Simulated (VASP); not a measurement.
Write the native input for VASP 6.6.1 that does the following.

```yaml
Task: single point
Functional: LDA
Potentials_or_basis: VASP PAW LDA potentials, release 64 (Hg)
Cutoff: 520 eV
k_mesh: 12 × 12 × 12
Occupations: fermi-dirac, width 0.1 eV
Spin: no spin polarisation
Dipole_correction: no
k_mesh_for_the_DOS: 18 × 18 × 18
Occupations_for_the_DOS: tetrahedron
Further_INCAR_settings: ALGO = Normal; EDIFF = 1e-06
```

The system is Hg.

```
Hg
1.0
     0.00000    2.55612    2.55612
     2.55612    0.00000    2.55612
     2.55612    2.55612    0.00000
Hg
2
Cartesian
  -0.6390 -0.6390 -0.6390
  0.6390 0.6390 0.6390
```

One way to write it, as run:

POSCAR

```
Hg
1.0
    0.0000000000      2.5561210016      2.5561210016
    2.5561210016      0.0000000000      2.5561210016
    2.5561210016      2.5561210016      0.0000000000
Hg
2
Direct
   -0.1250000000     -0.1250000000     -0.1250000000
    0.1250000000      0.1250000000      0.1250000000
```

INCAR.step1

```
SYSTEM = Hg
PREC = Accurate
ENCUT = 520
EDIFF = 1E-6
ISMEAR = -1
SIGMA = 0.1
LREAL = .FALSE.
LASPH = .TRUE.
NELM = 100
ALGO = Normal
ISIF = 2
LWAVE = .FALSE.
LCHARG = .TRUE.
GGA = CA
NBANDS = 19
```

KPOINTS.step1

```
regular mesh
0
G
  12 12 12
  0 0 0
```

INCAR.step2

```
SYSTEM = Hg
PREC = Accurate
ENCUT = 520
EDIFF = 1E-6
ISMEAR = -5
SIGMA = 0.1
LREAL = .FALSE.
LASPH = .TRUE.
NELM = 100
ALGO = Normal
ISIF = 2
LWAVE = .FALSE.
LCHARG = .FALSE.
GGA = CA
LORBIT = 11
NEDOS = 2001
ICHARG = 11
```

KPOINTS.step2

```
regular mesh
0
G
  18 18 18
  0 0 0
```

Potentials or basis: VASP PAW LDA potentials, release 64 (Hg).

Launch:

```bash
$ cat potpaw_LDA.64/Hg/POTCAR > POTCAR
$ cp INCAR.step1 INCAR
$ cp KPOINTS.step1 KPOINTS
$ mpirun -np 1 vasp_std > vasp.out
$ cp INCAR.step2 INCAR
$ cp KPOINTS.step2 KPOINTS
$ mpirun -np 1 vasp_std > vasp.out
```

It gave:

```json
{"Valence electrons inside the program's atomic spheres": "Hg 11.62"}
```

Run time: 36 s on 1 thread of Intel(R) Xeon(R) 6975P-C (Granite Rapids) (shared host), peak memory 0.2 GiB.
